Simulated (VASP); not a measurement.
HfN:

```
Hf N
1.0
     0.00000    2.45482    2.45482
     2.45482    0.00000    2.45482
     2.45482    2.45482    0.00000
Hf N
1 1
Cartesian
  0.0000 0.0000 0.0000
  1.2274 1.2274 1.2274
```

Program: VASP 6.6.1. Alike in all runs: task single point; no spin polarisation; cell as given; k mesh 9 × 9 × 9; cutoff (eV) 520; smearing fermi-dirac 0.05 eV.

Order these runs on this cell by their pressure, lowest first.
A. level LDA; potentials or basis VASP PAW LDA potentials, release 64 (Hf_pv, N)
B. level PBEsol; potentials or basis VASP PAW PBE potentials, release 64 (Hf_pv, N)
C. level PBE; potentials or basis VASP PAW PBE potentials, release 64 (Hf_pv, N)
D. level PBEsol+U; potentials or basis VASP PAW PBE potentials, release 64 (Hf_pv, N); U Hf d U = 6.0 eV
E. level PBEsol+U; potentials or basis VASP PAW PBE potentials, release 64 (Hf_pv, N); U Hf d U = 3.0 eV

A (-10.0 GPa), B (-5.9 GPa), C (-0.3 GPa), E (2.9 GPa), D (12.0 GPa).

Caveats: the PAW data sets were made with another functional, which shifts forces and pressure a little (some runs); U without spin polarisation on a metal has little footing (some runs).
